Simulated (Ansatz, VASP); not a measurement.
**Tl: VASP beside Ansatz**

```
Tl
1.0
     3.55405    0.00000    0.00000
    -1.77703    3.07790    0.00000
     0.00000    0.00000    5.75756
Tl
2
Cartesian
  0.0000 2.0519 1.4394
  1.7770 1.0260 4.3182
```

Alike in both runs: task relaxation of cell and atoms; functional PBE; k mesh 13 × 13 × 7; occupations fermi-dirac, width 0.05 eV; no spin polarisation.

|  | VASP | Ansatz |
| --- | --- | --- |
| version | VASP 6.6.1 | Ansatz 0.2.0 |
| potentials or method | VASP PAW PBE potentials, release 64 (Tl_d) | PAW with Ansatz's default frozen-core files, scalar-relativistic |
| plane-wave cutoff (eV) | 600 | 420 |
| valence electrons in the cell | 26 | 26 |

VASP gave:

```
relaxed volume (Å³/atom)                                     : 31.48
relaxed cell length with the largest relative difference (Å) : 5.559
```

Question: Which values does Ansatz return?

Answer: Relaxed volume (Å³/atom): 31.48; relaxed cell length with the largest relative difference (Å): 5.554.

Spin-orbit coupling is off throughout.
